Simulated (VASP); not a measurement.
Cs, 1 atom in the cell. Symmetry: Fm-3m, No. 225, cubic system. Conventional cell: a = 7.897 Å, b = 7.897 Å, c = 7.897 Å, α = 90.00°, β = 90.00°, γ = 90.00°. This isn't the form of Cs at room conditions, which is bcc.

* Program: VASP 6.6.1
* Task: single point
* Functional: r2SCAN0
* Potentials or basis: VASP PAW PBE potentials, release 64 (Cs_sv)
* Cutoff: 520 eV
* k mesh: 4 × 4 × 4
* Occupations: fermi-dirac, width 0.05 eV
* Spin: no spin polarisation
* Dipole correction: no
* Grid for exact exchange (PRECFOCK): Normal
* Further INCAR settings: ALGO = Normal; EDIFF = 1e-06; NBANDS = 10
* Share of exact exchange: 0.25

Potentials or basis: VASP PAW PBE potentials, release 64 (Cs_sv).

Run with:

```sh
$ cat potpaw_PBE.64/Cs_sv/POTCAR > POTCAR
$ cp INCAR.step1 INCAR
$ mpirun -np 1 vasp_std > vasp.out
$ cp INCAR.step2 INCAR
$ mpirun -np 1 vasp_std > vasp.out
```

Hardware: 1 thread of Intel(R) Xeon(R) Platinum 8259CL CPU @ 2.50GHz (Skylake/Cascade Lake), on a shared host.

Question: Estimate the wall time of this run.

Answer: Wall time 5.2 min on 1 thread of Intel(R) Xeon(R) Platinum 8259CL CPU @ 2.50GHz (Skylake/Cascade Lake) (shared host), peak memory 0.29 GiB. Counts: k points 8.
